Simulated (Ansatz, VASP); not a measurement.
## One calculation of Pd, two programs

```
CELL_PARAMETERS angstrom
-1.54018 1.54018 1.54018
1.54018 -1.54018 1.54018
1.54018 1.54018 -1.54018
ATOMIC_POSITIONS crystal
Pd 0.00000 0.00000 0.00000
```

Change from the starting cell: volume scaled by 0.94.

Alike in both runs: task single point; functional PBEsol; k mesh 12 × 12 × 12; occupations fermi-dirac, width 0.05 eV; no spin polarisation.

|  | VASP | Ansatz |
| --- | --- | --- |
| version | VASP 6.6.1 | Ansatz 0.2.0 |
| potentials or method | VASP PAW PBE potentials, release 64 (Pd), cutoff 520 eV | all-electron LAPW, scalar-relativistic |

Ansatz gave:

| Quantity | Value |
| --- | --- |
| gap on the k mesh at the Fermi level (eV) | none |
| pressure (GPa) | 0.6 |

Task: Estimate VASP's values.

Result: gap on the k mesh at the Fermi level (eV): none; pressure (GPa): 0.2.

VASP's potentials were made for PBE, not for PBEsol. A gap of «none» marks a metal or a gap that the smearing closes. Ansatz ran all-electron here, and VASP with PAW potentials.
